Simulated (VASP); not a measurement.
Wanted: the native input for a VASP 6.6.1 run.

```
Task                   : single point
Functional             : PBE
Potentials or basis    : VASP PAW PBE potentials, release 64 (K_sv, Ta_pv, O)
Cutoff                 : 520 eV
k mesh                 : 8 × 8 × 8
Occupations            : gaussian, width 0.02 eV
Spin                   : no spin polarisation
Dipole correction      : no
Further INCAR settings : ALGO = Normal; EDIFF = 1e-07; NBANDS = 27
```

The structure of KTaO3 lies in POSCAR:

```
KTaO3
1.0
    4.0245551814      0.0000000000      0.0000000000
    0.0000000000      4.0245551814      0.0000000000
    0.0000000000      0.0000000000      4.0245551814
K Ta O
1 1 3
Direct
    0.5000000000      0.5000000000      0.5000000000
    0.0000000000      0.0000000000      0.0000000000
    0.5000000000      0.0000000000      0.0000000000
    0.0000000000      0.5000000000      0.0000000000
    0.0000000000      0.0000000000      0.5000000000
```

The input as run:

INCAR

```
SYSTEM = KTaO3
PREC = Accurate
ENCUT = 520
EDIFF = 1E-7
ISMEAR = 0
SIGMA = 0.02
LREAL = .False.
LASPH = .True.
NELM = 80
ALGO = Normal
ISIF = 2
LWAVE = .False.
LCHARG = .False.
GGA = PE
NBANDS = 27
```

KPOINTS

```
regular mesh
0
Gamma
  8 8 8
  0 0 0
```

Potentials or basis: VASP PAW PBE potentials, release 64 (K_sv, Ta_pv, O).

Run with:

```bash
$ cat potpaw_PBE.64/K_sv/POTCAR potpaw_PBE.64/Ta_pv/POTCAR potpaw_PBE.64/O/POTCAR > POTCAR
$ mpirun -np 1 vasp_std > vasp.out
```

It gave:

```json
{
  "Pressure": "0.6 GPa",
  "Band gap on the k mesh": "2.12 eV (least direct gap 2.75 eV)"
}
```

Caveat: spin-orbit coupling is left out, which moves the levels of the heavy elements.

Wall time 110 s on 1 thread of Intel Xeon 8259CL, on a shared host, peak memory 0.21 GiB.
